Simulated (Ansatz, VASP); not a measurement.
MgI2 in VASP and in Ansatz

File INCAR:

```
SYSTEM = MgI2
ALGO = Normal
DIPOL = 0.5 0.5 0.404
EDIFF = 1E-6
ENCUT = 520
GGA = PE
IDIPOL = 3
ISIF = 2
ISMEAR = 0
IVDW = 12
LASPH = .True.
LCHARG = .False.
LDIPOL = .True.
LREAL = .False.
LWAVE = .False.
NBANDS = 25
NELM = 100
PREC = Accurate
SIGMA = 0.05
```

Contents of KPOINTS:

```
k-points
0
Gamma
  9 9 1
  0 0 0
```

The input POSCAR:

```
MgI2
1.0
    4.1311066128      0.0000000000      0.0000000000
   -2.0655533064      3.5776432724      0.0000000000
    0.0000000000      0.0000000000     24.2265084657
I Mg
4 2
Direct
    0.3333333333      0.6666666667      0.1857469477
    0.6666666667      0.3333333333      0.3245723272
    0.8888888889      1.2222222222      0.4826636182
    1.2222222222      0.8888888889      0.6214889978
    0.0000000000      0.0000000000      0.2551596374
    0.5555555556      0.5555555556      0.5520763080
```

Input for Ansatz:

```yaml
crystal:
  lattice:
    - [4.1311065861, 0.0, 0.0]
    - [-2.0655532931, 3.5776432493, 0.0]
    - [0.0, 0.0, 24.2265089959]
  atoms:
    - { symbol: I, position: [0.3333333333, 0.6666666667, 0.1857469436] }
    - { symbol: Mg, position: [0.0, 0.0, 0.2551596373] }
    - { symbol: I, position: [0.6666666667, 0.3333333333, 0.324572331] }
    - { symbol: I, position: [0.8888888889, 1.2222222222, 0.4826636186] }
    - { symbol: Mg, position: [0.5555555556, 0.5555555556, 0.5520763123] }
    - { symbol: I, position: [1.2222222222, 0.8888888889, 0.621489006] }
basis:
  ecutwfc: 420
kpoints:
  mp_grid: { grid: [9, 9, 1] }
hamiltonian:
  xc: pbe
  dispersion: d3bj
scf:
  occupations: { method: gaussian, width: 0.05 }
output:
  forces: true
  eigenvalues: true
efield:
  axis: 3
  dipole_correction: true
  ramp_width: 0.04
```

Alike in both runs: task single point; functional PBE; dispersion D3(BJ); k mesh 9 × 9 × 1; occupations gaussian, width 0.05 eV; no spin polarisation.

```csv
,VASP,Ansatz
version,VASP 6.6.1,Ansatz 0.2.0
potentials or method,"VASP PAW PBE potentials, release 64 (I, Mg), cutoff 520 eV","scalar-relativistic, plane waves, PAW"
valence electrons in the cell,32,88
```

|  | VASP | Ansatz | Ansatz less VASP |
| --- | --- | --- | --- |
| gap on the k mesh at the Fermi level (eV) | 3.54 | 3.56 | +0.017 |
| least direct gap on the mesh (eV) | 3.93 | 3.95 | +0.014 |
| rms of the force components (eV/Å) | 0.021 | 0.019 | -0.0025 |

VASP's potentials hold 32 valence electrons a cell and Ansatz's 88, so a difference there can come from the potentials and not from the codes.

Neither program's run includes spin-orbit coupling.
